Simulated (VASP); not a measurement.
Co:

```
CELL_PARAMETERS angstrom
2.47056 0.00000 0.00000
-1.23528 2.13957 0.00000
0.00000 0.00000 8.08823
ATOMIC_POSITIONS crystal
Co 0.66667 0.33333 0.75000
Co 0.00000 0.00000 0.50000
Co 0.33333 0.66667 0.25000
Co 0.00000 0.00000 0.00000
```

Base run:

- Program: VASP 6.6.1
- Functional: PBE
- Potentials or basis: VASP PAW PBE potentials, release 64 (Co_sv)
- Cutoff: 600 eV
- k mesh: 10 × 10 × 3
- Occupations: fermi-dirac, width 0.05 eV
- Spin: collinear spin, ferromagnetic start
- Starting moments: [0.5, 0.5, 0.5, 0.5] μB
- Fixed moment: 2 μB

Its results: pressure -9.8 GPa; site moments Co +0.09, +0.97 (each value once) μB.

**Question.** After a change of settings the same cell gave: pressure 8.4 GPa; site moments Co +2.00, +1.99 (each value once) μB. Which change was it?
A. fixed moment from 2 μB to 8 μB; moments at the start from [0.5, 0.5, 0.5, 0.5] to [2.0, 2.0, 2.0, 2.0]
B. fixed moment from 2 μB to 4 μB; moments at the start from [0.5, 0.5, 0.5, 0.5] to [1.0, 1.0, 1.0, 1.0]
C. fixed moment from 2 μB to 16 μB; moments at the start from [0.5, 0.5, 0.5, 0.5] to [4.0, 4.0, 4.0, 4.0]
D. fixed moment from 2 μB to 12 μB; moments at the start from [0.5, 0.5, 0.5, 0.5] to [3.0, 3.0, 3.0, 3.0]

**Answer.** A.

Caveats: the total moment is fixed, so each spin has its own Fermi level; the cell stands under tension (at least some runs); the cell stands under pressure (at least some runs).
